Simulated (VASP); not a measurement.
# Sb (Fm-3m) in VASP: notebook

The runs below take Sb through single point, with LDA.

All numbers are computed with VASP 6.6.1; they aren't measurements. Logs are shortened: lines on timing, memory, paths and dates and some standing lists are left out, and cuts for length are marked.

### 1 The cell of the first run

Symmetry: Fm-3m, No. 225, cubic system. Conventional cell: a = 4.162 Å, b = 4.162 Å, c = 4.162 Å, α = 90.00°, β = 90.00°, γ = 90.00°. Within 3.9 Å of Sb (site symmetry m-3m) lie 12 Sb at 2.94 Å.

### 2 Single point, LDA (volume scaled by 0.7)

INCAR reads:

```
SYSTEM = Sb
ALGO = Normal ; EDIFF = 1E-6
ENCUT = 520 ; ISIF = 2
ISMEAR = -1 ; LASPH = .True.
LCHARG = .False. ; LREAL = .False.
LWAVE = .False. ; NBANDS = 8
NELM = 80 ; PREC = Accurate
SIGMA = 0.1
```

KPOINTS reads:

```
k-points
0
Gamma
  15 15 15
  0 0 0
```

POSCAR reads:

```
Sb
1.0
    0.0000000000      2.0812103858      2.0812103858
    2.0812103858      0.0000000000      2.0812103858
    2.0812103858      2.0812103858      0.0000000000
Sb
1
Direct
    0.0000000000      0.0000000000      0.0000000000
```

Potentials or basis: VASP PAW LDA potentials, release 64 (Sb).

On the command line:

```
$ cat potpaw_LDA.64/Sb/POTCAR > POTCAR
$ mpirun -np 1 vasp_std > vasp.out
```

OUTCAR:

```text
SYSTEM = Sb
   EDIFF = 1E-6
   ENCUT = 520
   ISIF = 2
   ISMEAR = -1
   LASPH = .True.
   LREAL = .False.
   NELM = 80
   PREC = Accurate

 ion  position               nearest neighbor table
   1  0.000  0.000  0.000-

  LATTYP: Found a face centered cubic cell.
 ALAT       =     4.1624207716

  Lattice vectors:

 A1 = (   0.0000000000,   2.0812103858,   2.0812103858)
 A2 = (   2.0812103858,   0.0000000000,   2.0812103858)
 A3 = (   2.0812103858,   2.0812103858,   0.0000000000)

Analysis of symmetry for initial positions (statically):
=====================================================================
 Subroutine PRICEL returns:
 Original cell was already a primitive cell.

 Routine SETGRP: Setting up the symmetry group for a
 face centered cubic supercell.

 Subroutine GETGRP returns: Found 48 space group operations
 (whereof 48 operations were pure point group operations)
 out of a pool of 48 trial point group operations.

The static configuration has the point symmetry O_h .

Analysis of symmetry for dynamics (positions and initial velocities):
=====================================================================
 Subroutine PRICEL returns:
 Original cell was already a primitive cell.

 Routine SETGRP: Setting up the symmetry group for a
 face centered cubic supercell.

 Subroutine GETGRP returns: Found 48 space group operations
 (whereof 48 operations were pure point group operations)
 out of a pool of 48 trial point group operations.

The dynamic configuration has the point symmetry O_h .

 Subroutine INISYM returns: Found 48 space group operations
 (whereof 48 operations are pure point group operations),
 and found     1 'primitive' translations

----------------------------------------------------------------------------------------

                                     Primitive cell

  volume of cell :      18.0293

  direct lattice vectors                    reciprocal lattice vectors
     0.000000000  2.081210386  2.081210386    -0.240244813  0.240244813  0.240244813
     2.081210386  0.000000000  2.081210386     0.240244813 -0.240244813  0.240244813
     2.081210386  2.081210386  0.000000000     0.240244813  0.240244813 -0.240244813

  length of vectors
     2.943275954  2.943275954  2.943275954     0.416116222  0.416116222  0.416116222

  position of ions in fractional coordinates (direct lattice)
     0.000000000  0.000000000  0.000000000

  ion indices of the primitive-cell ions
   primitive index   ion index
                 1           1
[... 69 lines left out ...]
   LASPH  =      T    aspherical Exc in radial PAW
   ENCUT  =  520.0 eV  38.22 Ry    6.18 a.u.   5.47  5.47  5.47*2*pi/ulx,y,z
   NELM   =     80;   NELMIN=  2; NELMDL= -5     # of ELM steps
   EDIFF  = 0.1E-05   stopping-criterion for ELM
   LREAL  =      F    real-space projection
   EDIFFG = 0.1E-04   stopping-criterion for IOM
   NSW    =      0    number of steps for IOM
   IBRION =     -1    ionic relax: 0-MD 1-quasi-New 2-CG
   NFREE  =      0    steps in history (QN), initial steepest desc. (CG)
   ISIF   =      2    stress and relaxation
   ISYM   =      2    0-nonsym 1-usesym 2-fastsym
   POTIM  = 0.5000    time-step for ionic-motion
   TEBEG  =    0.0;   TEEND  =   0.0 temperature during run
   PSTRESS=    0.0 pullay stress
   NELECT =       5.0000    total number of electrons
   NUPDOWN=      -1.0000    fix difference up-down
   EMIN   =  10.00;   EMAX   =-10.00  energy-range for DOS
   EFERMI =   0.00;   METHOD = LEGACY
   ISMEAR =    -1;   SIGMA  =   0.10  broadening in eV -4-tet -1-fermi 0-gaus
   EFERMI_NEDOS =   21; number of points for ismear=-14 and -15
   IALGO  =     38    algorithm
   IMIX   =      4    mixing-type and parameters
     AMIX     =   0.40;   BMIX     =  1.00
     AMIX_MAG =   1.60;   BMIX_MAG =  1.00
  volume/ion in A,a.u.               =      18.03       121.67
  Fermi-wavevector in a.u.,A,eV,Ry     =   1.067593  2.017457 15.507291  1.139754
  Thomas-Fermi vector in A             =   2.203214
   LORBIT       =      0    0 simple, 1 ext, 2 COOP (PROOUT), +10 PAW based schemes
   GGA     = CA    functional components
   LHFCALC =     F    Hartree Fock is set to
   AEXX    =    0.0000 exact exchange contribution
   IVDW    =     0    specifies the selected vdW correction
   LEPSILON=     F    determine dielectric tensor
   LRPA    =     F    only Hartree local field effects (RPA)
 non-spin polarized calculation
  energy-cutoff  :      520.00
  volume of cell :       18.03
 maximum number of plane-waves:       531
 NGX is ok and might be reduce to    24
   NGX = 11   NGY = 11   NGZ = 11

 number of electron       5.0000000 magnetization

 Free energy of the ion-electron system (eV)
  ---------------------------------------------------
  ext. energy  EPLUGINS =         0.00000000
  ---------------------------------------------------
  free energy    TOTEN  =        -3.54260340 eV

  energy without entropy =       -3.52676938  energy(sigma->0) =       -3.53468639

 E-fermi :  14.8289     XC(G=0): -12.1839

 val. band max:       14.7976706296   @ k =  -0.4667   0.4000   0.0667
 cond. band min:      14.8891229107   @ k =   0.3333   0.2000   0.0667
 fundamental gap:      0.0914522811
 Fermi energy:        14.8289139295

 k-point     1 :       0.0000    0.0000    0.0000
  band No.  band energies     occupation
      1      -2.0601      2.00000
      2      23.4239      0.00000
      3      23.4239      0.00000
      4      23.4239      0.00000
      5      24.6876      0.00000
      6      25.8534      0.00000
      7      25.8534      0.00000
      8      25.8534      0.00000
[... 243 lines left out ...]
 k-point    24 :       0.2000    0.1333    0.0000
  band No.  band energies     occupation
      1      -0.9347      2.00000
      2      18.2988      0.00000
      3      19.7913      0.00000
      4      21.2944      0.00000
      5      22.7964      0.00000
      6      24.4126      0.00000
      7      28.8067      0.00000
      8      29.6821      0.00000

 [... further k-points ...]
[... 5 lines left out ...]
  --------------------------------------------------------------------------------------
  -------------------------------------------------------------------------------------
  Total        6.5294912      6.5294912      6.5294912      0.0000000     -0.0000000      0.0000000
  in kB      580.2457618    580.2457618    580.2457618      0.0000000     -0.0000000      0.0000000
  external PRESSURE =     580.2457618 kB  Pullay stress =       0.0000000 kB

 VOLUME and BASIS-vectors are now :
 -----------------------------------------------------------------------------
  energy-cutoff  :      520.00
  volume of cell :       18.03
      direct lattice vectors                 reciprocal lattice vectors
     0.000000000  2.081210386  2.081210386    -0.240244813  0.240244813  0.240244813
     2.081210386  0.000000000  2.081210386     0.240244813 -0.240244813  0.240244813
     2.081210386  2.081210386  0.000000000     0.240244813  0.240244813 -0.240244813

 POSITION                                       TOTAL-FORCE (eV/Angst)
 -----------------------------------------------------------------------------------
      0.00000      0.00000      0.00000        -0.000000      0.000000     -0.000000
 -----------------------------------------------------------------------------------
    total drift:                                0.000000      0.000000      0.000000

  FREE ENERGIE OF THE ION-ELECTRON SYSTEM (eV)
  ---------------------------------------------------
  free  energy   TOTEN  =        -3.5426034017 eV

  energy  without entropy=       -3.5267693775  energy(sigma->0) =       -3.53468639
```

stdout:

```text
POSCAR found type information on POSCAR Sb
 POSCAR found :  1 types and       1 ions
 scaLAPACK will be used
 LDA part: xc-table for (Slater(with rela. corr.)+CA(PZ))
 , standard interpolation
 POSCAR, INCAR and KPOINTS ok, starting setup
 FFT: planning ... GRIDC
 FFT: planning ... GRID_SOFT
 FFT: planning ... GRID
 WAVECAR not read
 entering main loop
```

Wall time 6.4 s (1 thread of Intel Xeon 6975P-C, shared host); peak memory 0.14 GiB.

Results:

```
Free energy : -3.5426 eV
Pressure    : 58.0 GPa
```

Levels at points of the mesh, in eV from the Fermi level:
| k point | band 1 | band 2 | band 3 | band 4 | band 5 |
| --- | --- | --- | --- | --- | --- |
| (0.00, 0.00, 0.00) | -16.89 | 8.59 | 8.59 | 8.59 | 9.86 |

Caveat: spin-orbit coupling is left out, which moves the levels of the heavy elements.

### 3 Single point, LDA (volume scaled by 0.7)

INCAR reads:

```
SYSTEM = Sb
  ALGO = Normal
  EDIFF = 1E-6
  ENCUT = 520
  GGA = CA
  ISIF = 2
  ISMEAR = -1
  LASPH = .True.
  LCHARG = .False.
  LREAL = .False.
  LWAVE = .False.
  NBANDS = 8
  NELM = 80
  PREC = Accurate
  SIGMA = 0.1
```

KPOINTS is that of step 2.

POSCAR is that of step 2.

Potentials or basis: VASP PAW LDA potentials, release 64 (Sb).

On the command line:

```
$ cat potpaw_LDA.64/Sb/POTCAR > POTCAR
$ mpirun -np 1 vasp_std > vasp.out
```

OUTCAR:

```text
SYSTEM = Sb
   EDIFF = 1E-6
   ENCUT = 520
   GGA = CA
   ISIF = 2
   ISMEAR = -1
   LASPH = .True.
   LREAL = .False.
   NELM = 80
   PREC = Accurate

 ion  position               nearest neighbor table
   1  0.000  0.000  0.000-

  LATTYP: Found a face centered cubic cell.
 ALAT       =     4.1624207716

  Lattice vectors:

 A1 = (   0.0000000000,   2.0812103858,   2.0812103858)
 A2 = (   2.0812103858,   0.0000000000,   2.0812103858)
 A3 = (   2.0812103858,   2.0812103858,   0.0000000000)

Analysis of symmetry for initial positions (statically):
[... 435 lines left out ...]
      3      19.7913      0.00000
      4      21.2944      0.00000
      5      22.7964      0.00000
      6      24.4126      0.00000
      7      28.8067      0.00000
      8      29.6821      0.00000

 [... further k-points ...]
[... 5 lines left out ...]
  --------------------------------------------------------------------------------------
  -------------------------------------------------------------------------------------
  Total        6.5294912      6.5294912      6.5294912      0.0000000     -0.0000000      0.0000000
  in kB      580.2457618    580.2457618    580.2457618      0.0000000     -0.0000000      0.0000000
  external PRESSURE =     580.2457618 kB  Pullay stress =       0.0000000 kB

 VOLUME and BASIS-vectors are now :
 -----------------------------------------------------------------------------
  energy-cutoff  :      520.00
  volume of cell :       18.03
      direct lattice vectors                 reciprocal lattice vectors
     0.000000000  2.081210386  2.081210386    -0.240244813  0.240244813  0.240244813
     2.081210386  0.000000000  2.081210386     0.240244813 -0.240244813  0.240244813
     2.081210386  2.081210386  0.000000000     0.240244813  0.240244813 -0.240244813

 POSITION                                       TOTAL-FORCE (eV/Angst)
 -----------------------------------------------------------------------------------
      0.00000      0.00000      0.00000        -0.000000      0.000000     -0.000000
 -----------------------------------------------------------------------------------
    total drift:                                0.000000      0.000000      0.000000

  FREE ENERGIE OF THE ION-ELECTRON SYSTEM (eV)
  ---------------------------------------------------
  free  energy   TOTEN  =        -3.5426034017 eV

  energy  without entropy=       -3.5267693775  energy(sigma->0) =       -3.53468639
```

Wall time 8 s (1 thread of Intel Xeon 6975P-C, shared host); peak memory 0.14 GiB.

Results:

- Free energy: -3.5426 eV
- Pressure: 58.0 GPa

Caveat: spin-orbit coupling is left out, which moves the levels of the heavy elements.

### 4 Single point, LDA (volume scaled by 0.8)

INCAR reads:

```
PREC = Accurate ; ENCUT = 520
EDIFF = 1E-7 ; ISMEAR = -1
SIGMA = 0.1 ; LREAL = F
LASPH = T ; NELM = 60
ALGO = Normal ; ISIF = 2
LWAVE = F ; LCHARG = T
LELF = T ; LVHAR = T
NBANDS = 8
```

KPOINTS reads:

```
regular mesh
0
Gamma
  15 15 15
```

POSCAR reads:

```
Sb
1.0
    0.0000000000      2.1759385852      2.1759385852
    2.1759385852      0.0000000000      2.1759385852
    2.1759385852      2.1759385852      0.0000000000
Sb
1
Direct
    0.0000000000      0.0000000000      0.0000000000
```

On the command line:

```
$ cat potpaw_LDA.64/Sb/POTCAR > POTCAR
$ mpirun -np 1 vasp_std > vasp.out
```

Wall time 8.4 s (1 thread of Intel Xeon 6975P-C, shared host); peak memory 0.14 GiB.

It converged, with:

| Quantity | Value |
| --- | --- |
| Free energy | -4.1961 eV |
| Pressure | 26.7 GPa |

Levels at points of the mesh, in eV from the Fermi level:
| k point | band 1 | band 2 | band 3 | band 4 | band 5 | band 6 |
| --- | --- | --- | --- | --- | --- | --- |
| (0.00, 0.00, 0.00) | -15.42 | 7.36 | 7.36 | 7.36 | 10.10 | 10.56 |

Caveat: spin-orbit coupling is left out, which moves the levels of the heavy elements.
